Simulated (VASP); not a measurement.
Input of a VASP 6.6.1 run:

Contents of POSCAR:

```
AgI
1.0
    3.8074876028      0.0000000000      0.0000000000
   -1.9037438014      3.2973809886      0.0000000000
    0.0000000000      0.0000000000      8.2580706149
Ag I
2 2
Direct
    0.3333333333      0.6666666667      0.0360219221
    0.6666666667      0.3333333333      0.5360219221
    0.3333333333      0.6666666667      0.3438780779
    0.6666666667      0.3333333333      0.8438780779
```

Contents of INCAR.step1:

```
SYSTEM = AgI
  PREC = Accurate
  ENCUT = 550
  ISMEAR = 0
  SIGMA = 0.02
  LREAL = .FALSE.
  LASPH = .TRUE.
  NELM = 120
  NBANDS = 26
  GGA = PE
  ALGO = Normal
  EDIFF = 1E-5
  LWAVE = .TRUE.
  LCHARG = .FALSE.
  GGA_COMPAT = .FALSE.
```

INCAR.step2

```
SYSTEM = AgI
  PREC = Accurate
  ENCUT = 550
  EDIFF = 1E-6
  ISMEAR = 0
  SIGMA = 0.02
  LREAL = .FALSE.
  LASPH = .TRUE.
  NELM = 120
  ALGO = Normal
  ISIF = 2
  LWAVE = .FALSE.
  LCHARG = .FALSE.
  METAGGA = R2SCAN
  LMIXTAU = .TRUE.
  NBANDS = 26
  ISTART = 1
  GGA_COMPAT = .FALSE.
```

File KPOINTS:

```
Automatic mesh
0
G
  12 12 4
  0 0 0
```

Potentials or basis: VASP PAW PBE potentials, release 64 (Ag, I).

Run with:

```bash
$ cat potpaw_PBE.64/Ag/POTCAR potpaw_PBE.64/I/POTCAR > POTCAR
$ cp INCAR.step1 INCAR
$ mpirun -np 1 vasp_std > vasp.out
$ cp INCAR.step2 INCAR
$ mpirun -np 1 vasp_std > vasp.out
```

(1) What does it give for the pressure?

(2) Estimate the band gap on the k mesh.

(3) Predict the largest force.

Results:

(1) 14.8 GPa.

(2) 0.83 eV.

(3) 0.020 eV/Å.

Caveat: the cell stands under pressure; the PAW data sets were made with another functional, which shifts forces and pressure a little; spin-orbit coupling is left out, which moves the levels of the heavy elements.
